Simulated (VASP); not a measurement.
# TiAl3 in VASP: single point with PBEsol

Aim: the single point of TiAl3 with PBEsol.

Program: VASP 6.6.1. These are calculated values, not measurements. Logs are shortened: lines on timing, memory, paths and dates and some standing lists are left out, and cuts for length are marked.

## Step 1: The cell of the first run

The typed cell holds 8 atoms: a = 3.949 Å, b = 3.949 Å, c = 7.898 Å, α = 89.99°, β = 90.01°, γ = 90.00°.

## Step 2: Single point, PBEsol

The input, INCAR:

```
PREC = Accurate
ENCUT = 500
EDIFF = 1E-6
ISMEAR = 0
SIGMA = 0.15
LREAL = F
LASPH = T
NELM = 120
ALGO = Normal
ISIF = 2
LWAVE = F
LCHARG = F
GGA = PS
NBANDS = 31
GGA_COMPAT = F
```

The input, KPOINTS:

```
regular mesh
0
Gamma
  8 8 4
```

The input, POSCAR:

```
TiAl3
1.0
    3.9486231449     -0.0001238886     -0.0002250592
   -0.0001238886      3.9488006444      0.0002185285
   -0.0004501184      0.0004370569      7.8976016994
Ti Al
2 6
Direct
   -0.0000057568     -0.0000000819     -0.0000090605
    0.0000082096     -0.0000020558      0.5000091534
    0.4999998875      0.4999992205      0.4999965431
    0.4999953046      0.5000031926      0.0000039501
    0.5000003454      0.0000065802      0.2500007798
    0.5000032321     -0.0000050051      0.7500019804
   -0.0000006526      0.5000031880      0.2499982512
   -0.0000005699      0.4999949615      0.7499984025
```

Potentials or basis: VASP PAW PBE potentials, release 64 (Ti_sv, Al).

On the command line:

```bash
cat potpaw_PBE.64/Ti_sv/POTCAR potpaw_PBE.64/Al/POTCAR > POTCAR
mpirun -np 1 vasp_std > vasp.out
```

OUTCAR:

```text
PREC = Accurate
   ENCUT = 500
   EDIFF = 1E-6
   ISMEAR = 0
   LREAL = F
   LASPH = T
   NELM = 120
   ISIF = 2
   GGA = PS

 ion  position               nearest neighbor table
   1  1.000  1.000  1.000-   6 2.79   8 2.79   4 2.79   5 2.79   4 2.79   7 2.79   4 2.79   4 2.79
                             6 2.79   8 2.79   5 2.79   7 2.79
   2  0.000  1.000  0.500-   6 2.79   8 2.79   3 2.79   5 2.79   3 2.79   7 2.79   3 2.79   3 2.79
                             6 2.79   8 2.79   5 2.79   7 2.79
   3  0.500  0.500  0.500-   7 2.79   8 2.79   2 2.79   5 2.79   2 2.79   6 2.79   2 2.79   2 2.79
                             7 2.79   8 2.79   5 2.79   6 2.79
   4  0.500  0.500  0.000-   7 2.79   8 2.79   5 2.79   6 2.79   1 2.79   1 2.79   1 2.79   1 2.79
                             7 2.79   8 2.79   5 2.79   6 2.79
   5  0.500  0.000  0.250-   4 2.79   7 2.79   3 2.79   2 2.79   1 2.79   7 2.79   7 2.79   7 2.79
                             3 2.79   2 2.79   1 2.79   4 2.79
   6  0.500  1.000  0.750-   1 2.79   2 2.79   4 2.79   8 2.79   8 2.79   3 2.79   8 2.79   8 2.79
                             1 2.79   2 2.79   3 2.79   4 2.79
   7  1.000  0.500  0.250-   4 2.79   3 2.79   5 2.79   5 2.79   1 2.79   2 2.79   5 2.79   5 2.79
                             4 2.79   3 2.79   2 2.79   1 2.79
   8  1.000  0.500  0.750-   3 2.79   1 2.79   2 2.79   4 2.79   6 2.79   6 2.79   6 2.79   6 2.79
                             2 2.79   3 2.79   1 2.79   4 2.79

  LATTYP: Found a base centered monoclinic cell.
 ALAT       =    32.0810920783
 B/A-ratio  =     0.1740634857
 C/A-ratio  =     0.2461762120
 COS(beta)  =    -0.9847325022

  Lattice vectors:

 A1 = (   0.0010241254,  -3.9496747582, -15.7954219273)
 A2 = (   3.9495233817,  -0.0009980024, -15.7954284580)
 A3 = (  -0.0004501184,   0.0004370569,   7.8976016994)

Analysis of symmetry for initial positions (statically):
=====================================================================
 Subroutine PRICEL returns:
 Original cell was already a primitive cell.

 Routine SETGRP: Setting up the symmetry group for a
 base centered monoclinic supercell.

 Subroutine GETGRP returns: Found  1 space group operations
 (whereof  1 operations were pure point group operations)
 out of a pool of  4 trial point group operations.

The static configuration has the point symmetry C_1 .

Analysis of symmetry for dynamics (positions and initial velocities):
=====================================================================
 Subroutine PRICEL returns:
 Original cell was already a primitive cell.

 Routine SETGRP: Setting up the symmetry group for a
 base centered monoclinic supercell.

 Subroutine GETGRP returns: Found  1 space group operations
 (whereof  1 operations were pure point group operations)
 out of a pool of  4 trial point group operations.

The dynamic configuration has the point symmetry C_1 .

 Subroutine INISYM returns: Found  1 space group operations
 (whereof  1 operations are pure point group operations),
 and found     1 'primitive' translations

----------------------------------------------------------------------------------------

                                     Primitive cell

  volume of cell :     123.1420

  direct lattice vectors                    reciprocal lattice vectors
     3.948623145 -0.000123889 -0.000225059     0.253252835  0.000007945  0.000014434
    -0.000123889  3.948800644  0.000218529     0.000007945  0.253241451 -0.000014014
    -0.000450118  0.000437057  7.897601699     0.000007217 -0.000007007  0.126620719

  length of vectors
     3.948623153  3.948800652  7.897601724     0.253252835  0.253241451  0.126620719

  position of ions in fractional coordinates (direct lattice)
     0.999994243  0.999999918  0.999990940
     0.000008210  0.999997944  0.500009153
     0.499999888  0.499999221  0.499996543
     0.499995305  0.500003193  0.000003950
     0.500000345  0.000006580  0.250000780
     0.500003232  0.999994995  0.750001980
     0.999999347  0.500003188  0.249998251
     0.999999430  0.499994962  0.749998402

  ion indices of the primitive-cell ions
   primitive index   ion index
                 1           1
                 2           2
                 3           3
                 4           4
                 5           5
                 6           6
                 7           7
                 8           8

----------------------------------------------------------------------------------------

 KPOINTS: regular mesh

Automatic generation of k-mesh.
 Grid dimensions read from file:
 generate k-points for:    8    8    4

 Generating k-lattice:

  Cartesian coordinates                     Fractional coordinates (reciprocal lattice)
     0.031656604  0.000000993  0.000001804     0.125000000 -0.000000000 -0.000000000
     0.000000993  0.031655181 -0.000001752     0.000000000  0.125000000  0.000000000
     0.000001804 -0.000001752  0.031655180    -0.000000000  0.000000000  0.250000000

  Length of vectors
     0.031656604  0.031655181  0.031655180

  Shift w.r.t. Gamma in fractional coordinates (k-lattice)
     0.000000000  0.000000000  0.000000000

 Subroutine IBZKPT returns following result:
 ===========================================

 Found    132 irreducible k-points:

 Following reciprocal coordinates:
            Coordinates               Weight
  0.000000  0.000000  0.000000      1.000000
  0.125000 -0.000000  0.000000      2.000000
  0.250000 -0.000000  0.000000      2.000000
  0.375000 -0.000000  0.000000      2.000000
  0.500000 -0.000000  0.000000      1.000000
 -0.000000  0.125000  0.000000      2.000000
[... 16 lines left out ...]
  0.125000  0.375000  0.000000      2.000000
  0.250000  0.375000  0.000000      2.000000
 [... further k-points ...]
   k-points           NKPTS =    132   k-points in BZ     NKDIM =    132   number of bands    NBANDS=     31
   number of dos      NEDOS =    301   number of ions     NIONS =      8
   total plane-waves  NPLWV =  54000
   dimension x,y,z NGX =    30 NGY =   30 NGZ =   60
   dimension x,y,z NGXF=    60 NGYF=   60 NGZF=  120
   ions per type =               2   6
   NGX,Y,Z   is equivalent  to a cutoff of  12.63, 12.63, 12.63 a.u.
   NGXF,Y,Z  is equivalent  to a cutoff of  25.26, 25.26, 25.26 a.u.
 SYSTEM =  unknown system
   PREC   = accura    normal or accurate (medium, high low for compatibility)
   ISTART =      0    job   : 0-new  1-cont  2-samecut
   ICHARG =      2    charge: 1-file 2-atom 10-const
   ISPIN  =      1    spin polarized calculation?
   LNONCOLLINEAR =      F non collinear calculations
   LSORBIT =      F    spin-orbit coupling
   LASPH  =      T    aspherical Exc in radial PAW
   ENCUT  =  500.0 eV  36.75 Ry    6.06 a.u.   7.20  7.20 14.40*2*pi/ulx,y,z
   NELM   =    120;   NELMIN=  2; NELMDL= -5     # of ELM steps
   EDIFF  = 0.1E-05   stopping-criterion for ELM
   LREAL  =      F    real-space projection
   EDIFFG = 0.1E-04   stopping-criterion for IOM
   NSW    =      0    number of steps for IOM
   IBRION =     -1    ionic relax: 0-MD 1-quasi-New 2-CG
   NFREE  =      0    steps in history (QN), initial steepest desc. (CG)
   ISIF   =      2    stress and relaxation
   ISYM   =      2    0-nonsym 1-usesym 2-fastsym
   POTIM  = 0.5000    time-step for ionic-motion
   TEBEG  =    0.0;   TEEND  =   0.0 temperature during run
   PSTRESS=    0.0 pullay stress
   NELECT =      42.0000    total number of electrons
   NUPDOWN=      -1.0000    fix difference up-down
   EMIN   =  10.00;   EMAX   =-10.00  energy-range for DOS
   EFERMI =   0.00;   METHOD = LEGACY
   ISMEAR =     0;   SIGMA  =   0.15  broadening in eV -4-tet -1-fermi 0-gaus
   EFERMI_NEDOS =   21; number of points for ismear=-14 and -15
   IALGO  =     38    algorithm
   IMIX   =      4    mixing-type and parameters
     AMIX     =   0.40;   BMIX     =  1.00
     AMIX_MAG =   1.60;   BMIX_MAG =  1.00
  volume/ion in A,a.u.               =      15.39       103.88
  Fermi-wavevector in a.u.,A,eV,Ry     =   1.143815  2.161497 17.800684  1.308313
  Thomas-Fermi vector in A             =   2.280509
   LORBIT       =      0    0 simple, 1 ext, 2 COOP (PROOUT), +10 PAW based schemes
   GGA     = PS    functional components
   LHFCALC =     F    Hartree Fock is set to
   AEXX    =    0.0000 exact exchange contribution
   IVDW    =     0    specifies the selected vdW correction
   LEPSILON=     F    determine dielectric tensor
   LRPA    =     F    only Hartree local field effects (RPA)
 non-spin polarized calculation
 Gauss-broadening in eV      SIGMA  =   0.15
  energy-cutoff  :      500.00
  volume of cell :      123.14
 maximum number of plane-waves:      3164
 NGX is ok and might be reduce to    30
   NGX = 15   NGY = 15   NGZ = 29

 number of electron      41.9999993 magnetization

 Free energy of the ion-electron system (eV)
  ---------------------------------------------------
  ext. energy  EPLUGINS =         0.00000000
  ---------------------------------------------------
  free energy    TOTEN  =       -44.27097847 eV

  energy without entropy =      -44.21861195  energy(sigma->0) =      -44.24479521

 E-fermi :   9.0787     XC(G=0): -10.9363

 val. band max:        9.0627093023   @ k =   0.1250   0.1250   0.5000
 cond. band min:       9.0789235927   @ k =   0.1250  -0.0000   0.2500
 fundamental gap:      0.0162142905
 Fermi energy:         9.0786747294

 k-point     1 :       0.0000    0.0000    0.0000
  band No.  band energies     occupation
      1     -47.6143      2.00000
      2     -47.6134      2.00000
      3     -24.0433      2.00000
      4     -24.0222      2.00000
      5     -24.0221      2.00000
      6     -24.0221      2.00000
[... 23 lines left out ...]
     30      12.2638      0.00000
     31      12.2646      0.00000

 k-point     2 :       0.1250   -0.0000    0.0000
  band No.  band energies     occupation
      1     -47.6142      2.00000
      2     -47.6133      2.00000
      3     -24.0430      2.00000
      4     -24.0252      2.00000
      5     -24.0235      2.00000
      6     -24.0220      2.00000
[... 740 lines left out ...]
 k-point    24 :       0.2500    0.3750    0.0000
  band No.  band energies     occupation
      1     -47.6131      2.00000
      2     -47.6123      2.00000
      3     -24.0397      2.00000
      4     -24.0390      2.00000
      5     -24.0365      2.00000
      6     -24.0309      2.00000
[... 23 lines left out ...]
     30      11.8680      0.00000
     31      12.1721      0.00000

 [... further k-points ...]
[... 5 lines left out ...]
  --------------------------------------------------------------------------------------
  -------------------------------------------------------------------------------------
  Total        0.0895839      0.0849293      0.0848971      0.0041007     -0.0072388      0.0074450
  in kB        1.1655599      1.1049987      1.1045802      0.0533530     -0.0941830      0.0968649
  external PRESSURE =       1.1250463 kB  Pullay stress =       0.0000000 kB

 VOLUME and BASIS-vectors are now :
 -----------------------------------------------------------------------------
  energy-cutoff  :      500.00
  volume of cell :      123.14
      direct lattice vectors                 reciprocal lattice vectors
     3.948623145 -0.000123889 -0.000225059     0.253252835  0.000007945  0.000014434
    -0.000123889  3.948800644  0.000218529     0.000007945  0.253241451 -0.000014014
    -0.000450118  0.000437057  7.897601699     0.000007217 -0.000007007  0.126620719

 POSITION                                       TOTAL-FORCE (eV/Angst)
 -----------------------------------------------------------------------------------
      3.94803      3.94911      7.89752         0.000157      0.000041      0.000424
     -0.00032      3.94901      3.94909        -0.000277      0.000055     -0.000451
      1.97402      1.97455      3.94877         0.000120     -0.000001      0.000122
      1.97423      1.97435      0.00003         0.000055     -0.000090     -0.000159
      1.97420      0.00007      1.97429        -0.000002     -0.000130     -0.000023
      1.97386      3.94905      5.92332        -0.000083      0.000084     -0.000134
      3.94845      1.97440      1.97427        -0.000002     -0.000025      0.000130
      3.94822      1.97458      5.92307         0.000031      0.000066      0.000091
 -----------------------------------------------------------------------------------
    total drift:                               -0.000005      0.000004     -0.000008

  FREE ENERGIE OF THE ION-ELECTRON SYSTEM (eV)
  ---------------------------------------------------
  free  energy   TOTEN  =       -44.2709784687 eV

  energy  without entropy=      -44.2186119517  energy(sigma->0) =      -44.24479521
```

It took 14 min on 1 thread of Oxide Virtual Turin-like, shared host; peak memory 0.44 GiB.

Results:

| Quantity | Value |
| --- | --- |
| Free energy | -44.2710 eV |
| Pressure | 0.1 GPa |
| Band gap on the k mesh | zero (bands 21 and 22 overlap by 2.98 eV) |

Levels at points of the mesh, in eV from the Fermi level:
```tsv
k point	band 19	band 20	band 21	band 22	band 23	band 24
(0.00, 0.00, 0.00)	-2.14	0.17	0.17	0.17	0.42	0.72
(0.50, 0.00, 0.00)	-1.25	0.42	0.65	0.77	0.77	0.89
(0.00, 0.50, 0.00)	-1.25	0.42	0.65	0.77	0.77	0.89
(0.50, 0.50, 0.00)	-3.49	-1.25	-1.25	0.20	0.65	0.89
(0.00, 0.00, 0.50)	-0.92	-0.92	0.29	0.29	0.36	0.36
(0.50, 0.00, 0.50)	-0.78	-0.78	0.34	0.35	0.83	0.83
(0.00, 0.50, 0.50)	-0.78	-0.78	0.34	0.35	0.83	0.83
(0.50, 0.50, 0.50)	-2.33	-2.33	-2.33	-2.33	0.90	0.90
```

Caveat: the PAW data sets were made with another functional, which shifts forces and pressure a little.
